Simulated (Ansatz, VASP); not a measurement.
CsH: VASP beside Ansatz

```
Cs H
1.0
     0.00000    3.06048    3.18800
     3.06048    0.00000    3.18800
     3.06048    3.06048    0.00000
Cs H
1 1
Direct
  0.00000 0.00000 0.00000
  0.50000 0.50000 0.50000
```

Change from the starting cell: strain -0.040 along x and y, +0.000 along z, atoms carried along.

Alike in both runs: task single point; functional LDA; k mesh 8 × 8 × 8; occupations gaussian, width 0.05 eV; no spin polarisation.

|  | VASP | Ansatz |
| --- | --- | --- |
| version | VASP 6.6.1 | Ansatz 0.2.0 |
| potentials or method | VASP PAW LDA potentials, release 64 (Cs_sv, H), cutoff 520 eV | scalar-relativistic, plane waves, PAW |
| valence electrons in the cell | 10 | 10 |

```csv
,VASP,Ansatz,Ansatz less VASP
gap on the k mesh at the Fermi level (eV),1.80,1.83,+0.023
least direct gap on the mesh (eV),1.80,1.83,+0.023
pressure (GPa),-0.5,-0.5,-0.04
"traceless stress, the component that is largest in VASP (GPa)",-0.68,-0.66,+0.018
```

LDA's correlation is that of Perdew and Zunger in VASP and of Perdew and Wang (1992) in Ansatz.

Neither program's run includes spin-orbit coupling.
